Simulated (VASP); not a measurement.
Input of a VASP 6.6.1 run:

INCAR

```
PREC = Accurate
ENCUT = 500
EDIFF = 1E-6
ISMEAR = 0
SIGMA = 0.1
LREAL = F
LASPH = T
NELM = 120
ALGO = Normal
ISIF = 2
LWAVE = F
LCHARG = F
GGA = PE
NBANDS = 16
GGA_COMPAT = F
```

Contents of KPOINTS:

```
Automatic mesh
0
Gamma
  6 6 6
```

Contents of POSCAR:

```
AlRu
1.0
    2.9916000000      0.0000000000      0.0000000000
    0.0000000000      2.9916000000      0.0000000000
    0.0000000000      0.0000000000      2.9916000000
Al Ru
1 1
Direct
    0.0000000000      0.0000000000      0.0000000000
    0.5000000000      0.5000000000      0.5000000000
```

Potentials or basis: VASP PAW PBE potentials, release 64 (Al, Ru_pv).

Run with:

```bash
$ cat potpaw_PBE.64/Al/POTCAR potpaw_PBE.64/Ru_pv/POTCAR > POTCAR
$ mpirun -np 1 vasp_std > vasp.out
```

(1) Predict the pressure.

## Answers

(1) 2.5 GPa.
